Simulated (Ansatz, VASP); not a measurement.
MgCd2S3 in VASP and in Ansatz

```
Mg Cd S
1.0
    -1.91912    1.91912    8.14811
     1.91912   -1.91912    8.14811
     1.91912    1.91912   -8.14811
Mg Cd S
1 2 3
Direct
  0.00000 0.00000 0.00000
  0.66674 0.66674 0.00000
  0.33326 0.33326 0.00000
  0.83673 0.83673 0.00000
  0.50000 0.50000 0.00000
  0.16327 0.16327 0.00000
```

Alike in both runs: functional PBE; k mesh 6 × 6 × 6; occupations gaussian, width 0.1 eV; no spin polarisation.

Ansatz relaxed the structure, and its values are those at the end. VASP's run is a single point on that final structure, the one shown.

|  | VASP | Ansatz |
| --- | --- | --- |
| version | VASP 6.6.1 | Ansatz 0.2.0 |
| potentials or method | VASP PAW PBE potentials, release 64 (Mg, Cd, S), cutoff 520 eV | scalar-relativistic, plane waves, PAW |
| valence electrons in the cell | 44 | 68 |

VASP gave:

- gap on the k mesh at the Fermi level (eV): 0.65
- least direct gap on the mesh (eV): 1.51
- pressure (GPa): -0.2
- rms of the force components (eV/Å): 0.015

Task: Which values does Ansatz return?

Result: gap on the k mesh at the Fermi level (eV): 0.67; least direct gap on the mesh (eV): 1.53; pressure (GPa): -0.4; rms of the force components (eV/Å): 0.011.

VASP's potentials hold 44 valence electrons a cell and Ansatz's 68, so a difference there can come from the potentials and not from the codes.
